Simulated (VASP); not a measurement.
# C (R-3m) in VASP: further runs

C is run at these levels: PBE+D3(BJ); tasks: single point.

Everything below comes from runs of VASP 6.6.1. Logs are shortened: lines on timing, memory, paths and dates and some standing lists are left out, and cuts for length are marked.

### 1 The cell of the first run

Symmetry: R-3m, No. 166, trigonal system. The conventional cell has a = 2.525 Å, b = 2.525 Å, c = 9.498 Å, α = 90.00°, β = 90.00°, γ = 120.00°. Within 1.9 Å of C (site symmetry 3m) lie 3 C at 1.46 Å.

### 2 Single point, PBE+D3(BJ)

INCAR reads:

```
SYSTEM = C
PREC = Accurate
ENCUT = 520
EDIFF = 1E-6
ISMEAR = 0
SIGMA = 0.05
LREAL = .False.
LASPH = .True.
NELM = 100
ALGO = Normal
ISIF = 2
LWAVE = .False.
LCHARG = .False.
GGA = PE
IVDW = 12
NBANDS = 11
```

KPOINTS reads:

```
regular mesh
0
Gamma
  15 15 15
  0 0 0
```

POSCAR reads:

```
C
1.0
    1.2626367005      0.7289836389      3.1660346996
   -1.2626367005      0.7289836389      3.1660346996
    0.0000000000     -1.4579672778      3.1660346996
C
2
Direct
    0.1640000000      0.1640000000      0.1640000000
    0.8360000000      0.8360000000      0.8360000000
```

Potentials or basis: VASP PAW PBE potentials, release 64 (C).

On the command line:

```console
> cat potpaw_PBE.64/C/POTCAR > POTCAR
> mpirun -np 1 vasp_std > vasp.out
```

OUTCAR:

```text
SYSTEM = C
   PREC = Accurate
   ENCUT = 520
   EDIFF = 1E-6
   ISMEAR = 0
   LREAL = .False.
   LASPH = .True.
   NELM = 100
   ISIF = 2
   GGA = PE
   IVDW = 12
 IVDW          = 12

 ion  position               nearest neighbor table
   1  0.164  0.164  0.164-   2 1.46   2 1.46   2 1.46
   2  0.836  0.836  0.836-   1 1.46   1 1.46   1 1.46

  LATTYP: Found a trigonal (rhomboedric) cell.
 ALAT       =     3.4856052993
 COS(alpha) =     0.7375597768

  Lattice vectors:

 A1 = (   1.2626367005,   0.7289836389,   3.1660346996)
 A2 = (  -1.2626367005,   0.7289836389,   3.1660346996)
 A3 = (   0.0000000000,  -1.4579672778,   3.1660346996)

Analysis of symmetry for initial positions (statically):
=====================================================================
 Subroutine PRICEL returns:
 Original cell was already a primitive cell.

 Routine SETGRP: Setting up the symmetry group for a
 trigonal (rhombohedral) supercell.

 Subroutine GETGRP returns: Found 12 space group operations
 (whereof 12 operations were pure point group operations)
 out of a pool of 12 trial point group operations.

The static configuration has the point symmetry D_3d.

Analysis of symmetry for dynamics (positions and initial velocities):
=====================================================================
 Subroutine PRICEL returns:
 Original cell was already a primitive cell.

 Routine SETGRP: Setting up the symmetry group for a
 trigonal (rhombohedral) supercell.

 Subroutine GETGRP returns: Found 12 space group operations
 (whereof 12 operations were pure point group operations)
 out of a pool of 12 trial point group operations.

The dynamic configuration has the point symmetry D_3d.

 Subroutine INISYM returns: Found 12 space group operations
 (whereof 12 operations are pure point group operations),
 and found     1 'primitive' translations

----------------------------------------------------------------------------------------

                                     Primitive cell

  volume of cell :      17.4849

  direct lattice vectors                    reciprocal lattice vectors
     1.262636701  0.728983639  3.166034700     0.395996726  0.228628817  0.105284169
    -1.262636701  0.728983639  3.166034700    -0.395996726  0.228628817  0.105284169
     0.000000000 -1.457967278  3.166034700     0.000000000 -0.457257633  0.105284169

  length of vectors
     3.485605299  3.485605299  3.485605299     0.469222015  0.469222015  0.469222015

  position of ions in fractional coordinates (direct lattice)
[... 89 lines left out ...]
   PSTRESS=    0.0 pullay stress
   NELECT =       8.0000    total number of electrons
   NUPDOWN=      -1.0000    fix difference up-down
   EMIN   =  10.00;   EMAX   =-10.00  energy-range for DOS
   EFERMI =   0.00;   METHOD = LEGACY
   ISMEAR =     0;   SIGMA  =   0.05  broadening in eV -4-tet -1-fermi 0-gaus
   EFERMI_NEDOS =   21; number of points for ismear=-14 and -15
   IALGO  =     38    algorithm
   IMIX   =      4    mixing-type and parameters
     AMIX     =   0.40;   BMIX     =  1.00
     AMIX_MAG =   1.60;   BMIX_MAG =  1.00
  volume/ion in A,a.u.               =       8.74        59.00
  Fermi-wavevector in a.u.,A,eV,Ry     =   1.261490  2.383870 21.651724  1.591357
  Thomas-Fermi vector in A             =   2.394946
   LORBIT       =      0    0 simple, 1 ext, 2 COOP (PROOUT), +10 PAW based schemes
   GGA     = PE    functional components
   LHFCALC =     F    Hartree Fock is set to
   AEXX    =    0.0000 exact exchange contribution
   IVDW    =    12    specifies the selected vdW correction
   LEPSILON=     F    determine dielectric tensor
   LRPA    =     F    only Hartree local field effects (RPA)
 non-spin polarized calculation
 Gauss-broadening in eV      SIGMA  =   0.05
  energy-cutoff  :      520.00
  volume of cell :       17.48
 maximum number of plane-waves:       485
 NGX is ok and might be reduce to    28

 number of electron       8.0000000 magnetization

 Free energy of the ion-electron system (eV)
  ---------------------------------------------------
  ext. energy  EPLUGINS =         0.00000000
  ---------------------------------------------------
  free energy    TOTEN  =       -18.30123921 eV

  energy without entropy =      -18.30123921  energy(sigma->0) =      -18.30123921

 E-fermi :   4.6671     XC(G=0): -10.5701

 val. band max:        4.4395989928   @ k =  -0.2000   0.4000   0.0667
 cond. band min:       5.2738524014   @ k =  -0.3333   0.3333   0.0000
 fundamental gap:      0.8342534086
 Fermi energy:         4.6671219904

 k-point     1 :       0.0000    0.0000    0.0000
  band No.  band energies     occupation
      1     -14.3925      2.00000
      2      -0.8867      2.00000
      3       1.7850      2.00000
      4       1.7850      2.00000
      5       9.8047      0.00000
      6      12.6877      0.00000
      7      12.6877      0.00000
      8      15.2605      0.00000
      9      15.8675      0.00000
     10      26.6878      0.00000
     11      31.0064      0.00000
[... 309 lines left out ...]
 k-point    24 :       0.2000    0.1333   -0.0000
  band No.  band energies     occupation
      1     -13.6311      2.00000
      2      -0.5798      2.00000
      3      -0.4428      2.00000
      4       0.4729      2.00000
      5      11.2143      0.00000
      6      12.8379      0.00000
      7      13.3424      0.00000
      8      14.7420      0.00000
      9      17.6699      0.00000
     10      25.1289      0.00000
     11      28.4684      0.00000

 [... further k-points ...]

------------------------ aborting loop because EDIFF is reached ----------------------------------------

 Edisp (eV)   -0.32880

 E8    (eV) :    -0.0939

  FORCE on cell =-STRESS in cart. coord.  units (eV):
  Direction    XX          YY          ZZ          XY          YZ          ZX
  --------------------------------------------------------------------------------------
  -------------------------------------------------------------------------------------
  Total      -3.20651    -3.20651     0.26840     0.00000     0.00000     0.00000
  in kB    -293.81887  -293.81887    24.59449     0.00000     0.00000     0.00000
  external pressure =     -187.68 kB  Pullay stress =        0.00 kB

 VOLUME and BASIS-vectors are now :
 -----------------------------------------------------------------------------
  energy-cutoff  :      520.00
  volume of cell :       17.48
      direct lattice vectors                 reciprocal lattice vectors
     1.262636701  0.728983639  3.166034700     0.395996726  0.228628817  0.105284169
    -1.262636701  0.728983639  3.166034700    -0.395996726  0.228628817  0.105284169
     0.000000000 -1.457967278  3.166034700     0.000000000 -0.457257633  0.105284169

 POSITION                                       TOTAL-FORCE (eV/Angst)
 -----------------------------------------------------------------------------------
      0.00000      0.00000      1.55769         0.000000     -0.000000      0.780117
      0.00000      0.00000      7.94042         0.000000      0.000000     -0.780117
 -----------------------------------------------------------------------------------
    total drift:                                0.000000     -0.000000      0.000000

  FREE ENERGIE OF THE ION-ELECTRON SYSTEM (eV)
  ---------------------------------------------------
  free  energy   TOTEN  =       -18.6300422891 eV

  energy  without entropy=      -18.6300422891  energy(sigma->0) =      -18.63004229
```

Wall time 60 s (1 thread of Intel Xeon Platinum 8375C at 2.90GHz (Ice Lake), shared host); peak memory 0.2 GiB.

What came out:

```
Free energy                : -18.6300 eV
Pressure                   : -18.8 GPa
Largest force              : 0.780 eV/Å
Band gap on the k mesh     : 0.83 eV, indirect (least direct gap 0.91 eV)
Dispersion energy per atom : -0.164 eV
```

Forces in eV/Å, atoms in the order of the input:
```
C    0.000  0.000  0.780
C    0.000  0.000 -0.780
```

Levels at points of the mesh, in eV from the valence-band top:
| k point | band 1 | band 2 | band 3 | band 4 | band 5 | band 6 | band 7 | band 8 | band 9 |
| --- | --- | --- | --- | --- | --- | --- | --- | --- | --- |
| (0.00, 0.00, 0.00) | -18.83 | -5.33 | -2.65 | -2.65 | 5.37 | 8.25 | 8.25 | 10.82 | 11.43 |

 A k mesh can miss the band edges.

### 3 Single point, PBE+D3(BJ)

This run uses another cell than the first one, of the same volume but with other edges.

INCAR reads:

```
SYSTEM = C
PREC = Accurate ; ENCUT = 520
EDIFF = 1E-6 ; ISMEAR = 0
SIGMA = 0.05 ; LREAL = .FALSE.
LASPH = .TRUE. ; NELM = 100
ALGO = Normal ; ISIF = 2
LWAVE = .FALSE. ; LCHARG = .FALSE.
GGA = PE ; IVDW = 12
NBANDS = 11
```

KPOINTS reads:

```
Automatic mesh
0
G
  15 15 15
  0 0 0
```

POSCAR reads:

```
C
1.0
    1.1896251106      0.6868303778      3.5665822369
   -1.1896251106      0.6868303778      3.5665822369
    0.0000000000     -1.3736607556      3.5665822369
C
2
Direct
    0.1640000000      0.1640000000      0.1640000000
    0.8360000000      0.8360000000      0.8360000000
```

Potentials or basis: VASP PAW PBE potentials, release 64 (C).

On the command line:

```console
> cat potpaw_PBE.64/C/POTCAR > POTCAR
> mpirun -np 1 vasp_std > vasp.out
```

Wall time 63 s (1 thread of Intel Xeon Platinum 8375C at 2.90GHz (Ice Lake), shared host); peak memory 0.2 GiB.

It converged, with:

```
Free energy                : -18.5035 eV
Pressure                   : 33.9 GPa
Largest force              : 0.904 eV/Å
Band gap on the k mesh     : 0.50 eV, direct
Dispersion energy per atom : -0.141 eV
```

Forces on the atoms (eV/Å):
```
C    0.000  0.000  0.904
C    0.000  0.000 -0.904
```

Stress tensor (GPa, compression positive):
```
51.98  0.00  0.00
 0.00 51.98  0.00
 0.00  0.00 -2.19
```

Levels at points of the mesh, in eV from the valence-band top:
```csv
k point,band 1,band 2,band 3,band 4,band 5,band 6,band 7,band 8,band 9
"(0.00, 0.00, 0.00)",-20.21,-7.38,-2.68,-2.68,3.62,9.31,9.31,13.01,15.33
```

 A k mesh can miss the band edges.

### 4 Single point, PBE+D3(BJ)

This run uses another cell than the first one, of the same volume but with other edges.

INCAR reads:

```
  PREC = Accurate
  ENCUT = 520
  EDIFF = 1E-7
  ISMEAR = 0
  SIGMA = 0.05
  LREAL = False
  LASPH = True
  NELM = 80
  ALGO = Normal
  ISIF = 2
  LWAVE = False
  LCHARG = False
  GGA = PE
  IVDW = 12
  NBANDS = 11
```

KPOINTS reads:

```
regular mesh
0
Gamma
  15 15 15
```

POSCAR reads:

```
C
1.0
    1.1251918219      0.6496298013      3.9867532204
   -1.1251918219      0.6496298013      3.9867532204
    0.0000000000     -1.2992596025      3.9867532204
C
2
Direct
    0.1640000000      0.1640000000      0.1640000000
    0.8360000000      0.8360000000      0.8360000000
```

On the command line:

```console
> cat potpaw_PBE.64/C/POTCAR > POTCAR
> mpirun -np 1 vasp_std > vasp.out
```

Run time: 66 s. Hardware: 1 thread of Intel Xeon Platinum 8375C at 2.90GHz (Ice Lake), shared host; peak memory 0.21 GiB.

Results (log left out):

| Item | Value |
| --- | --- |
| Free energy | -17.3213 eV |
| Pressure | 92.0 GPa |
| Largest force | 0.838 eV/Å |
| Band gap on the k mesh | 0.21 eV, direct |
| Dispersion energy per atom | -0.117 eV |

Forces in eV/Å, atoms in the order of the input:
```
C    0.000  0.000  0.838
C    0.000  0.000 -0.838
```

Stress tensor (GPa, compression positive):
```
139.41   0.00   0.00
  0.00 139.41   0.00
  0.00   0.00  -2.86
```

Levels at points of the mesh, in eV from the valence-band top:
| k point | band 1 | band 2 | band 3 | band 4 | band 5 | band 6 | band 7 | band 8 |
| --- | --- | --- | --- | --- | --- | --- | --- | --- |
| (0.00, 0.00, 0.00) | -21.73 | -9.20 | -2.65 | -2.65 | 2.29 | 10.40 | 10.40 | 15.16 |

 A k mesh can miss the band edges.

### 5 The runs side by side

| cell | gap on the mesh (eV) | pressure (GPa) | largest force (eV/Å) |
| --- | --- | --- | --- |
| a = 3.486 Å, angles 42.5°, 2 atoms | 0.83 | -18.8 | 0.78 |
| a = 3.822 Å, angles 36.3°, 2 atoms | 0.50 | 33.9 | 0.90 |
| a = 4.193 Å, angles 31.1°, 2 atoms | 0.21 | 92.0 | 0.84 |

Alike in all rows: task single point; level PBE+D3(BJ); potentials or basis VASP PAW PBE potentials, release 64 (C); no spin polarisation; k mesh 15 × 15 × 15; cutoff (eV) 520; smearing gaussian 0.05 eV.

Total energies depend on the potentials used, so only differences within one code and one set of settings carry meaning.
